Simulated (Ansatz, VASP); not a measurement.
Mg2Te3O: VASP beside Ansatz

```
CELL_PARAMETERS angstrom
6.73482 0.00000 0.00000
-3.36741 5.83252 0.00000
0.00000 0.00000 4.35719
ATOMIC_POSITIONS crystal
Mg 0.66667 0.33333 0.00000
Mg 0.33333 0.66667 0.00000
Te 0.50000 0.50000 0.50000
Te 0.50000 0.00000 0.50000
Te 0.00000 0.50000 0.50000
O 0.00000 0.00000 0.50000
```

Change from the starting cell: species swapped into the ErCo3Ge2 type (P6mm, No. 183).

Alike in both runs: functional PBE; k mesh 6 × 6 × 10; occupations gaussian, width 0.1 eV; no spin polarisation.

Ansatz relaxed the structure, and its values are those at the end. VASP's run is a single point on that final structure, the one shown.

|  | VASP | Ansatz |
| --- | --- | --- |
| version | VASP 6.6.1 | Ansatz 0.2.0 |
| potentials or method | VASP PAW PBE potentials, release 64 (Mg, Te, O), cutoff 520 eV | scalar-relativistic, plane waves, PAW |
| valence electrons in the cell | 28 | 74 |

|  | VASP | Ansatz | Ansatz less VASP |
| --- | --- | --- | --- |
| gap on the k mesh at the Fermi level (eV) | none | none | - |
| pressure (GPa) | -0.1 | 0.0 | +0.07 |

A gap of «none» marks a metal or a gap that the smearing closes. The functional is the same, so the differences come from potentials, cutoffs and numerics. VASP's potentials hold 28 valence electrons a cell and Ansatz's 74, so a difference there can come from the potentials and not from the codes.

Neither program's run includes spin-orbit coupling.
